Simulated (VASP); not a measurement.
# Si (Fd-3m) in VASP: further runs

Aim: see how the results for Si move with the level of theory and the settings. Levels: LDA, PBE. Tasks: relaxation of cell and atoms.

Everything below comes from runs of VASP 6.6.1. Logs are shortened: lines on timing, memory, paths and dates and some standing lists are left out, and cuts for length are marked.

**1. The cell of the first run**

It takes space group Fd-3m (No. 227, cubic). The conventional cell has a = 5.444 Å, b = 5.444 Å, c = 5.444 Å, α = 90.00°, β = 90.00°, γ = 90.00°. Si (site symmetry -43m) has 4 Si at 2.36 Å within 3.1 Å.

**2. Relaxation of cell and atoms, LDA**

The input, INCAR:

```
PREC     = Accurate       # precision mode
ENCUT    = 600            # plane-wave cutoff, eV
EDIFF    = 1E-6           # SCF threshold, eV
ISMEAR   = -1             # smearing method
SIGMA    = 0.05           # smearing width, eV
LREAL    = False          # projectors in reciprocal space
LASPH    = True           # aspherical terms in the spheres
NELM     = 100            # most SCF steps
ALGO     = Normal         # electronic algorithm
ISIF     = 3              # what is computed and relaxed
LWAVE    = False          # write WAVECAR
LCHARG   = False          # write CHGCAR
GGA      = CA             # functional
IBRION   = 2              # ionic algorithm
NSW      = 80             # ionic steps
EDIFFG   = -0.02          # ionic threshold
```

The input, KPOINTS:

```
Automatic mesh
0
Gamma
  8 8 8
```

The input, POSCAR:

```
Si
1.0
    0.0000000000      2.7218511865      2.7218511865
    2.7218511865      0.0000000000      2.7218511865
    2.7218511865      2.7218511865      0.0000000000
Si
2
Direct
    0.5000000000      0.5000000000      0.5000000000
    0.7500000000      0.7500000000      0.7500000000
```

Potentials or basis: VASP PAW LDA potentials, release 64 (Si).

Launch:

```
$ cat potpaw_LDA.64/Si/POTCAR > POTCAR
$ mpirun -np 1 vasp_std > vasp.out
```

OUTCAR:

```text
PREC = Accurate
   ENCUT = 600
   EDIFF = 1E-6
   ISMEAR = -1
   LREAL = False
   LASPH = True
   NELM = 100
   ISIF = 3
   GGA = CA
   IBRION = 2
   NSW = 80
   EDIFFG = -0.02

 ion  position               nearest neighbor table
   1  0.500  0.500  0.500-   2 2.36   2 2.36   2 2.36   2 2.36
   2  0.750  0.750  0.750-   1 2.36   1 2.36   1 2.36   1 2.36

  LATTYP: Found a face centered cubic cell.
 ALAT       =     5.4437023730

  Lattice vectors:

 A1 = (   0.0000000000,   2.7218511865,   2.7218511865)
 A2 = (   2.7218511865,   0.0000000000,   2.7218511865)
 A3 = (   2.7218511865,   2.7218511865,   0.0000000000)

Analysis of symmetry for initial positions (statically):
=====================================================================
 Subroutine PRICEL returns:
 Original cell was already a primitive cell.

 Routine SETGRP: Setting up the symmetry group for a
 face centered cubic supercell.

 Subroutine GETGRP returns: Found 48 space group operations
 (whereof 24 operations were pure point group operations)
 out of a pool of 48 trial point group operations.

The static configuration has the point symmetry T_d .
 The point group associated with its full space group is O_h .

Analysis of symmetry for dynamics (positions and initial velocities):
=====================================================================
 Subroutine PRICEL returns:
 Original cell was already a primitive cell.

 Routine SETGRP: Setting up the symmetry group for a
 face centered cubic supercell.

 Subroutine GETGRP returns: Found 48 space group operations
 (whereof 24 operations were pure point group operations)
 out of a pool of 48 trial point group operations.

The dynamic configuration has the point symmetry T_d .
 The point group associated with its full space group is O_h .

 Subroutine INISYM returns: Found 48 space group operations
 (whereof 24 operations are pure point group operations),
 and found     1 'primitive' translations

----------------------------------------------------------------------------------------

                                     Primitive cell

  volume of cell :      40.3295

  direct lattice vectors                    reciprocal lattice vectors
     0.000000000  2.721851186  2.721851186    -0.183698507  0.183698507  0.183698507
     2.721851186  0.000000000  2.721851186     0.183698507 -0.183698507  0.183698507
     2.721851186  2.721851186  0.000000000     0.183698507  0.183698507 -0.183698507

  length of vectors
     3.849278863  3.849278863  3.849278863     0.318175148  0.318175148  0.318175148

  position of ions in fractional coordinates (direct lattice)
     0.500000000  0.500000000  0.500000000
     0.750000000  0.750000000  0.750000000

  ion indices of the primitive-cell ions
   primitive index   ion index
                 1           1
                 2           2

----------------------------------------------------------------------------------------

 KPOINTS: Automatic mesh

Automatic generation of k-mesh.
 Grid dimensions read from file:
 generate k-points for:    8    8    8

 Generating k-lattice:

  Cartesian coordinates                     Fractional coordinates (reciprocal lattice)
    -0.022962313  0.022962313  0.022962313     0.125000000  0.000000000  0.000000000
     0.022962313 -0.022962313  0.022962313     0.000000000  0.125000000  0.000000000
     0.022962313  0.022962313 -0.022962313     0.000000000  0.000000000  0.125000000

  Length of vectors
     0.039771893  0.039771893  0.039771893

  Shift w.r.t. Gamma in fractional coordinates (k-lattice)
     0.000000000  0.000000000  0.000000000

 Subroutine IBZKPT returns following result:
 ===========================================

 Found     29 irreducible k-points:

 Following reciprocal coordinates:
            Coordinates               Weight
  0.000000  0.000000  0.000000      1.000000
  0.125000  0.000000  0.000000      8.000000
  0.250000  0.000000  0.000000      8.000000
  0.375000  0.000000  0.000000      8.000000
  0.500000  0.000000  0.000000      4.000000
  0.125000  0.125000  0.000000      6.000000
[... 16 lines left out ...]
  0.500000  0.250000  0.125000     48.000000
 -0.375000  0.250000  0.125000     24.000000
 [... further k-points ...]
   k-points           NKPTS =     29   k-points in BZ     NKDIM =     29   number of bands    NBANDS=      8
   number of dos      NEDOS =    301   number of ions     NIONS =      2
   total plane-waves  NPLWV =  32768
   dimension x,y,z NGX =    32 NGY =   32 NGZ =   32
   dimension x,y,z NGXF=    64 NGYF=   64 NGZF=   64
   ions per type =               2
   NGX,Y,Z   is equivalent  to a cutoff of  13.82, 13.82, 13.82 a.u.
   NGXF,Y,Z  is equivalent  to a cutoff of  27.64, 27.64, 27.64 a.u.
 SYSTEM =  unknown system
   PREC   = accura    normal or accurate (medium, high low for compatibility)
   ISTART =      0    job   : 0-new  1-cont  2-samecut
   ICHARG =      2    charge: 1-file 2-atom 10-const
   ISPIN  =      1    spin polarized calculation?
   LNONCOLLINEAR =      F non collinear calculations
   LSORBIT =      F    spin-orbit coupling
   LASPH  =      T    aspherical Exc in radial PAW
   ENCUT  =  600.0 eV  44.10 Ry    6.64 a.u.   7.69  7.69  7.69*2*pi/ulx,y,z
   NELM   =    100;   NELMIN=  2; NELMDL= -5     # of ELM steps
   EDIFF  = 0.1E-05   stopping-criterion for ELM
   LREAL  =      F    real-space projection
   EDIFFG = -.2E-01   stopping-criterion for IOM
   NSW    =     80    number of steps for IOM
   IBRION =      2    ionic relax: 0-MD 1-quasi-New 2-CG
   NFREE  =      1    steps in history (QN), initial steepest desc. (CG)
   ISIF   =      3    stress and relaxation
   ISYM   =      2    0-nonsym 1-usesym 2-fastsym
   POTIM  = 0.5000    time-step for ionic-motion
   TEBEG  =    0.0;   TEEND  =   0.0 temperature during run
   PSTRESS=    0.0 pullay stress
   NELECT =       8.0000    total number of electrons
   NUPDOWN=      -1.0000    fix difference up-down
   EMIN   =  10.00;   EMAX   =-10.00  energy-range for DOS
   EFERMI =   0.00;   METHOD = LEGACY
   ISMEAR =    -1;   SIGMA  =   0.05  broadening in eV -4-tet -1-fermi 0-gaus
   EFERMI_NEDOS =   21; number of points for ismear=-14 and -15
   IALGO  =     38    algorithm
   IMIX   =      4    mixing-type and parameters
     AMIX     =   0.40;   BMIX     =  1.00
     AMIX_MAG =   1.60;   BMIX_MAG =  1.00
  volume/ion in A,a.u.               =      20.16       136.08
  Fermi-wavevector in a.u.,A,eV,Ry     =   0.954766  1.804247 12.402783  0.911579
  Thomas-Fermi vector in A             =   2.083543
   LORBIT       =      0    0 simple, 1 ext, 2 COOP (PROOUT), +10 PAW based schemes
   GGA     = CA    functional components
   LHFCALC =     F    Hartree Fock is set to
   AEXX    =    0.0000 exact exchange contribution
   IVDW    =     0    specifies the selected vdW correction
   LEPSILON=     F    determine dielectric tensor
   LRPA    =     F    only Hartree local field effects (RPA)
 conjugate gradient relaxation of ions
 non-spin polarized calculation
  energy-cutoff  :      600.00
  volume of cell :       40.33
 maximum number of plane-waves:      1365
   NGX = 15   NGY = 15   NGZ = 15

--------------------------------------- Ionic step        1  -------------------------------------------

 number of electron       8.0000000 magnetization

 Free energy of the ion-electron system (eV)
  ---------------------------------------------------
  ext. energy  EPLUGINS =         0.00000000
  ---------------------------------------------------
  free energy    TOTEN  =       -11.90992342 eV

  energy without entropy =      -11.90986162  energy(sigma->0) =      -11.90989252

------------------------ aborting loop because EDIFF is reached ----------------------------------------

  FORCE on cell =-STRESS in cart. coord.  units (eV):
  Direction    XX          YY          ZZ          XY          YZ          ZX
  --------------------------------------------------------------------------------------
  -------------------------------------------------------------------------------------
  Total       -0.5212583     -0.5212583     -0.5212583     -0.0000000     -0.0000000      0.0000000
  in kB      -20.7081098    -20.7081098    -20.7081098     -0.0000000     -0.0000000      0.0000000
  external PRESSURE =     -20.7081098 kB  Pullay stress =       0.0000000 kB
[... 57 lines left out ...]
  energy  without entropy=      -11.9128276701  energy(sigma->0) =      -11.91287923

--------------------------------------- Ionic step        3  -------------------------------------------

 number of electron       7.9999999 magnetization

 Free energy of the ion-electron system (eV)
  ---------------------------------------------------
  ext. energy  EPLUGINS =         0.00000000
  ---------------------------------------------------
  free energy    TOTEN  =       -11.91582815 eV

  energy without entropy =      -11.91574482  energy(sigma->0) =      -11.91578648

 E-fermi :   6.1517     XC(G=0):  -9.6626

 val. band max:        5.9278923119   @ k =   0.0000   0.0000   0.0000
 cond. band min:       6.4184322987   @ k =   0.3750   0.3750   0.0000
 fundamental gap:      0.4905399868
 Fermi energy:         6.1516796703

 k-point     1 :       0.0000    0.0000    0.0000
  band No.  band energies     occupation
      1      -6.1344      2.00000
      2       5.9279      1.97749
      3       5.9279      1.97749
      4       5.9279      1.97749
      5       8.4578      0.00000
      6       8.4578      0.00000
      7       8.4578      0.00000
      8       9.3124      0.00000
[... 243 lines left out ...]
 k-point    24 :      -0.3750    0.2500    0.1250
  band No.  band energies     occupation
      1      -3.2129      2.00000
      2      -0.9265      2.00000
      3       2.4141      2.00000
      4       3.7276      2.00000
      5       8.9467      0.00000
      6       8.9680      0.00000
      7      11.8183      0.00000
      8      12.9946      0.00000

 [... further k-points ...]
[... 5 lines left out ...]
  --------------------------------------------------------------------------------------
  -------------------------------------------------------------------------------------
  Total       -0.0006134     -0.0006134     -0.0006134     -0.0000000      0.0000000     -0.0000000
  in kB       -0.0249210     -0.0249210     -0.0249210     -0.0000000      0.0000000     -0.0000000
  external PRESSURE =      -0.0249210 kB  Pullay stress =       0.0000000 kB
[... 17 lines left out ...]
  FREE ENERGIE OF THE ION-ELECTRON SYSTEM (eV)
  ---------------------------------------------------
  free  energy   TOTEN  =       -11.9158281478 eV

  energy  without entropy=      -11.9157448164  energy(sigma->0) =      -11.91578648

 reached required accuracy - stopping structural energy minimisation
```

It took 6.1 s on 1 thread of Intel Xeon 6975P-C (Granite Rapids), shared host; peak memory 0.15 GiB.

Results:

```yaml
Free_energy: -11.9158 eV
Relaxed_volume: 19.72 Å³/atom
Relaxed_cell: a = 3.821 Å, b = 3.821 Å, c = 3.821 Å, α = 60.00°, β = 60.00°, γ = 60.00°
Space_group_after_relaxing_to_0.05_Å: Fd-3m (No. 227)
Energy_gained_by_relaxing: 3.0 meV/atom
Ionic_steps: 3
Pressure_after_relaxing: 0.0 GPa
Band_gap_on_the_k_mesh: 0.49 eV, indirect (least direct gap 2.53 eV)
```

Step by step:
```tsv
step	energy change (eV)	largest force (eV/Å)	pressure (GPa)	volume (Å³)
1	0.0000	0.0000	-2.07	40.33
2	-0.0030	0.0000	1.55	38.83
3	-0.0059	0.0000	0.00	39.44
```

Final structure:
```
Si
1.0
     0.00000    2.70158    2.70158
     2.70158    0.00000    2.70158
     2.70158    2.70158    0.00000
Si
2
Direct
  0.50000 0.50000 0.50000
  0.75000 0.75000 0.75000
```

Levels at points of the mesh, in eV from the valence-band top:
```
           k point  band 1  band 2  band 3  band 4  band 5  band 6  band 7  band 8
(0.00, 0.00, 0.00)  -12.06    0.00    0.00    0.00    2.53    2.53    2.53    3.38
(0.50, 0.00, 0.00)   -9.69   -7.06   -1.21   -1.21    1.48    3.28    3.28    7.54
(0.50, 0.50, 0.00)   -7.86   -7.86   -2.89   -2.89    0.57    0.57   10.11   10.11
```

A k mesh can miss the band edges. A hybrid or GW would open this gap; LDA tends to underestimate it.

**3. Relaxation of cell and atoms, PBE**

The input, INCAR:

```
  PREC = Accurate
  ENCUT = 600
  EDIFF = 1E-6
  ISMEAR = -1
  SIGMA = 0.05
  LREAL = False
  LASPH = True
  NELM = 60
  ALGO = Normal
  ISIF = 3
  LWAVE = False
  LCHARG = False
  GGA = PE
  IBRION = 2
  NSW = 80
  EDIFFG = -0.02
```

The input, KPOINTS:

```
regular mesh
0
Gamma
  8 8 8
```

POSCAR is that of step 2.

Potentials or basis: VASP PAW PBE potentials, release 64 (Si).

Launch:

```
$ cat potpaw_PBE.64/Si/POTCAR > POTCAR
$ mpirun -np 1 vasp_std > vasp.out
```

Wall time 7.1 s (1 thread of Intel Xeon 6975P-C (Granite Rapids), shared host); peak memory 0.17 GiB.

Results (log left out):

```
Free energy                            : -10.8462 eV
Relaxed volume                         : 20.44 Å³/atom
Relaxed cell                           : a = 3.867 Å, b = 3.867 Å, c = 3.867 Å, α = 60.00°, β = 60.00°, γ = 60.00°
Space group after relaxing (to 0.05 Å) : Fd-3m (No. 227)
Energy gained by relaxing              : 1.1 meV/atom
Ionic steps                            : 3
Pressure after relaxing                : 0.0 GPa
Band gap on the k mesh                 : 0.65 eV, indirect (least direct gap 2.56 eV)
```

Step by step:
```tsv
step	energy change (eV)	largest force (eV/Å)	pressure (GPa)	volume (Å³)
1	0.0000	0.0000	1.27	40.33
2	-0.0012	0.0000	-0.81	41.27
3	-0.0022	0.0000	0.01	40.89
```

Final structure:
```yaml
crystal:
  lattice:
    - [0.00000, 2.73434, 2.73434]
    - [2.73434, 0.00000, 2.73434]
    - [2.73434, 2.73434, 0.00000]
  atoms:
    - { symbol: Si, position: [0.50000, 0.50000, 0.50000] }
    - { symbol: Si, position: [0.75000, 0.75000, 0.75000] }
```

Levels at points of the mesh, in eV from the valence-band top:
```csv
k point,band 1,band 2,band 3,band 4,band 5,band 6,band 7,band 8
"(0.00, 0.00, 0.00)",-11.81,0.00,0.00,0.00,2.56,2.56,2.56,3.13
"(0.50, 0.00, 0.00)",-9.54,-6.87,-1.18,-1.18,1.47,3.35,3.35,7.70
"(0.50, 0.50, 0.00)",-7.75,-7.75,-2.79,-2.79,0.75,0.75,9.94,9.94
```

A k mesh can miss the band edges. A hybrid or GW would open this gap; PBE tends to underestimate it.
